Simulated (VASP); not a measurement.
## Si3N4: relaxation of cell and atoms with PBE

Crystal: Si3N4.

```
Si N
1.0
     0.00000    3.89421    3.89421
     3.89421    0.00000    3.89421
     3.89421    3.89421    0.00000
Si N
6 8
Cartesian
  5.8413 5.8413 5.8413
  3.8942 3.8942 3.8942
  0.9736 2.9207 2.9207
  2.9207 2.9207 0.9736
  2.9207 0.9736 2.9207
  0.9736 0.9736 0.9736
  4.9258 2.8627 4.9258
  6.8729 6.8729 6.8729
  2.8627 4.9258 4.9258
  4.8098 4.8098 6.8729
  4.8098 6.8729 4.8098
  4.9258 4.9258 2.8627
  6.8729 4.8098 4.8098
  2.8627 2.8627 2.8627
```

| Property | Result |
| --- | --- |
| Program | VASP 6.6.1 |
| Task | relaxation of cell and atoms |
| Functional | PBE |
| Potentials or basis | VASP PAW PBE potentials, release 64 (Si, N) |
| Cutoff | 600 eV |
| k mesh | 6 × 6 × 6 |
| Occupations | gaussian, width 0.02 eV |
| Spin | no spin polarisation |
| Dipole correction | no |
| Further INCAR settings | ALGO = Normal; EDIFF = 1e-07; IBRION = 2; EDIFFG = -0.01; NSW = 100; ISIF = 3 |

```yaml
Relaxed_volume: 8.43 Å³/atom
Relaxed_cell: a = 5.506 Å, b = 5.506 Å, c = 5.506 Å, α = 60.00°, β = 60.00°, γ = 60.00°
Space_group_after_relaxing_to_0.05_Å: Fd-3m (No. 227)
Energy_gained_by_relaxing: 0.0 meV/atom
Ionic_steps: 3
Pressure_after_relaxing: 0.0 GPa
Band_gap_on_the_k_mesh: 3.34 eV, indirect (least direct gap 3.38 eV)
```

Forces in eV/Å, atoms in the order of the input:
```
Si   0.000  0.000  0.000
Si   0.000  0.000  0.000
Si   0.000  0.000  0.000
Si   0.000  0.000  0.000
Si   0.000  0.000  0.000
Si   0.000  0.000  0.000
N   -0.002  0.002 -0.002
N   -0.002 -0.002 -0.002
N    0.002 -0.002 -0.002
N    0.002  0.002 -0.002
N    0.002 -0.002  0.002
N   -0.002 -0.002  0.002
N   -0.002  0.002  0.002
N    0.002  0.002  0.002
```

Final structure:
```xyz
14
Lattice="0.0000 3.8932 3.8932 3.8932 0.0000 3.8932 3.8932 3.8932 0.0000" Properties=species:S:1:pos:R:3 pbc="T T T"
Si    5.8398    5.8398    5.8398
Si    3.8932    3.8932    3.8932
Si    0.9733    2.9199    2.9199
Si    2.9199    2.9199    0.9733
Si    2.9199    0.9733    2.9199
Si    0.9733    0.9733    0.9733
N     4.9245    2.8619    4.9245
N     6.8711    6.8711    6.8711
N     2.8619    4.9245    4.9245
N     4.8085    4.8085    6.8711
N     4.8085    6.8711    4.8085
N     4.9245    4.9245    2.8619
N     6.8711    4.8085    4.8085
N     2.8619    2.8619    2.8619
```

Levels at points of the mesh, in eV from the valence-band top:
| k point | band 29 | band 30 | band 31 | band 32 | band 33 | band 34 | band 35 | band 36 |
| --- | --- | --- | --- | --- | --- | --- | --- | --- |
| (0.00, 0.00, 0.00) | -0.16 | -0.04 | -0.04 | -0.04 | 3.34 | 3.34 | 3.34 | 4.88 |
| (0.50, 0.00, 0.00) | -0.47 | -0.47 | -0.34 | -0.34 | 4.92 | 5.76 | 5.76 | 6.23 |
| (0.50, 0.50, 0.00) | -1.10 | -1.10 | -0.43 | -0.43 | 6.63 | 6.63 | 6.94 | 6.94 |

It took 3.3 min on 1 thread of Intel(R) Xeon(R) Platinum 8488C (Sapphire Rapids) (shared host), peak memory 0.35 GiB.

A k mesh can miss the band edges.
